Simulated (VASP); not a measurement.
Write the native input for VASP 6.6.1 that does the following.

| Property | Result |
| --- | --- |
| Task | single point |
| Functional | PBE |
| Potentials or basis | VASP PAW PBE potentials, release 64 (Si, B, Te) |
| Cutoff | 520 eV |
| k mesh | 12 × 12 × 4 |
| Occupations | gaussian, width 0.1 eV |
| Spin | no spin polarisation |
| Dipole correction | no |
| Further INCAR settings | ALGO = Fast; EDIFF = 1e-07; NBANDS = 22 |

The structure of Si3BTe2 lies in POSCAR:

```
Si3BTe2
1.0
    2.9911325764      0.0000000000      0.0000000000
    0.0000000000      2.9911325764      0.0000000000
    0.0000000000      0.0000000000     13.3842160556
Si B Te
3 1 2
Direct
    0.5000000000      0.5000000000      0.0879207868
    0.5000000000      0.5000000000      0.5000000000
    0.5000000000      0.5000000000      0.9120792132
    0.0000000000      0.0000000000      0.0000000000
    0.0000000000      0.0000000000      0.3234814941
    0.0000000000      0.0000000000      0.6765185059
```

The cell was generated, and may not be a known phase.

The input as run:

INCAR

```
SYSTEM = Si3BTe2
  ALGO = Fast
  EDIFF = 1E-7
  ENCUT = 520
  GGA = PE
  ISIF = 2
  ISMEAR = 0
  LASPH = .TRUE.
  LCHARG = .FALSE.
  LREAL = .FALSE.
  LWAVE = .FALSE.
  NBANDS = 22
  NELM = 80
  PREC = Accurate
  SIGMA = 0.1
```

KPOINTS

```
k-points
0
G
  12 12 4
  0 0 0
```

Potentials or basis: VASP PAW PBE potentials, release 64 (Si, B, Te).

Run with:

```sh
$ cat potpaw_PBE.64/Si/POTCAR potpaw_PBE.64/B/POTCAR potpaw_PBE.64/Te/POTCAR > POTCAR
$ mpirun -np 1 vasp_std > vasp.out
```

It gave:

The pressure is 0.0 GPa and the largest force is 0.009 eV/Å. The band gap on the k mesh is zero (an odd number of electrons rules out a gap without spin polarisation).

Caveat: spin-orbit coupling is left out, which moves the levels of the heavy elements; an odd number of electrons without spin polarisation forces a metal; a magnetic or distorted state may lie lower.

Wall time 4.9 min on 1 thread of Oxide Virtual Turin-like Processor (shared host), peak memory 0.33 GiB.
